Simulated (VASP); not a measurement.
Input of a VASP 6.6.1 run:

Contents of INCAR:

```
PREC = Accurate
ENCUT = 520
EDIFF = 1E-6
ISMEAR = 1
SIGMA = 0.1
LREAL = F
LASPH = T
NELM = 80
ALGO = Normal
ISIF = 2
LWAVE = F
LCHARG = F
GGA = PS
NBANDS = 16
```

Contents of KPOINTS:

```
regular mesh
0
Gamma
  9 9 9
```

Contents of POSCAR:

```
YS
1.0
    0.0000000000      2.7300606372      2.7300606372
    2.7300606372      0.0000000000      2.7300606372
    2.7300606372      2.7300606372      0.0000000000
Y S
1 1
Direct
    0.5000000000      0.5000000000      0.5000000000
    0.0000000000      0.0000000000      0.0000000000
```

Potentials or basis: VASP PAW PBE potentials, release 64 (Y_sv, S).

Run with:

```sh
$ cat potpaw_PBE.64/Y_sv/POTCAR potpaw_PBE.64/S/POTCAR > POTCAR
$ mpirun -np 1 vasp_std > vasp.out
```

Question: Predict the pressure.

Answer: -0.1 GPa.

Caveat: the PAW data sets were made with another functional, which shifts forces and pressure a little.
